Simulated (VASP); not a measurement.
**Si: single point with PBE**

Si, a slab with vacuum:

```
CELL_PARAMETERS angstrom
3.85108 0.00000 0.00000
0.00000 6.36468 0.00000
0.00000 0.00000 19.75254
ATOMIC_POSITIONS crystal
Si 0.00000 0.93707 0.20251
Si 0.00000 0.56293 0.20251
Si 0.50000 0.43707 0.25879
Si 0.50000 0.06293 0.25879
Si 0.50000 0.93330 0.37206
Si 0.50000 0.56670 0.37206
Si 0.00000 0.42599 0.41780
Si 0.00000 0.07401 0.41780
Si 0.50000 0.42599 0.49759
```

```yaml
Program: VASP 6.6.1
Task: single point
Functional: PBE
Potentials_or_basis: VASP PAW PBE potentials, release 64 (Si)
Cutoff: 520 eV
k_mesh: 7 × 4 × 1
Occupations: gaussian, width 0.05 eV
Spin: collinear spin
Starting_moments: "[0.0, 0.0, 0.0, 0.0, 0.0, 0.0, 0.0, 0.0, 2.0] μB"
Dipole_correction: yes
Further_INCAR_settings: ALGO = Normal; EDIFF = 1e-07; NBANDS = 32
```

```
Largest force                                         : 0.895 eV/Å
Net moment                                            : 0.32 μB per cell
Site moments                                          : Si -0.01, +0.05, +0.01, +0.00, -0.00, -0.02, +0.06 (each value once) μB
Valence electrons inside the program's atomic spheres : Si 1.63, 1.65, 1.66, 1.68, 1.69, 1.70, 1.56 (each value once)
```

Forces on the atoms (eV/Å):
```
Si   0.000 -0.582  0.649
Si   0.000  0.406  0.434
Si   0.000  0.029 -0.601
Si   0.000 -0.020 -0.682
Si   0.000  0.136  0.012
Si   0.000  0.518 -0.730
Si   0.000  0.087  0.529
Si   0.000 -0.395  0.393
Si   0.000 -0.179 -0.004
```

Levels at points of the mesh, in eV from the Fermi level:
Spin up:
| k point | band 16 | band 17 | band 18 | band 19 | band 20 | band 21 |
| --- | --- | --- | --- | --- | --- | --- |
| (0.00, 0.00, 0.00) | -0.51 | -0.26 | -0.23 | 0.64 | 0.89 | 1.11 |
| (0.00, 0.50, 0.00) | -1.04 | -0.80 | -0.21 | 0.12 | 1.05 | 1.42 |
Spin down:
```csv
k point,band 14,band 15,band 16,band 17,band 18,band 19,band 20,band 21,band 22,band 23
"(0.00, 0.00, 0.00)",-1.31,-0.75,-0.45,-0.22,-0.21,0.64,1.06,1.18,1.64,1.85
"(0.00, 0.50, 0.00)",-1.19,-1.13,-1.04,-0.68,-0.14,0.17,1.13,1.49,1.57,1.96
```

Wall time 22 min on 1 thread of Intel Xeon 8259CL, with other jobs on the host, peak memory 0.81 GiB.
